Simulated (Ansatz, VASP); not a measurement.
# One calculation of Te5W, two programs

```
Te W
1.0
     0.00000    4.79305    4.79305
     4.79305    0.00000    4.79305
     4.79305    4.79305    0.00000
Te W
5 1
Direct
  0.63538 0.63538 0.63538
  0.63538 0.63538 0.09387
  0.63538 0.09387 0.63538
  0.09387 0.63538 0.63538
  0.25000 0.25000 0.25000
  0.50000 0.50000 0.50000
```

Alike in both runs: task relaxation of cell and atoms; functional PBE; k mesh 4 × 4 × 4; occupations gaussian, width 0.1 eV; no spin polarisation.

```csv
,VASP,Ansatz
version,VASP 6.6.1,Ansatz 0.2.0
potentials or method,"VASP PAW PBE potentials, release 64 (Te, W_sv), cutoff 500 eV","scalar-relativistic, plane waves, PAW"
valence electrons in the cell,44,94
```

```csv
,VASP,Ansatz,Ansatz less VASP
"gap on the k mesh at the Fermi level, each at its own relaxed structure (eV)",none,none,-
relaxed volume (Å³/atom),50.51,49.93,-0.581
relaxed cell length with the largest relative difference (Å),7.539,7.510,-0.0290
```

A gap of «none» marks a metal or a gap that the smearing closes. VASP's potentials hold 44 valence electrons a cell and Ansatz's 94, so a difference there can come from the potentials and not from the codes.

Spin-orbit coupling is off throughout. Noted on VASP's run: the volume moved by over 15 % at a fixed basis, so the end points are rough.
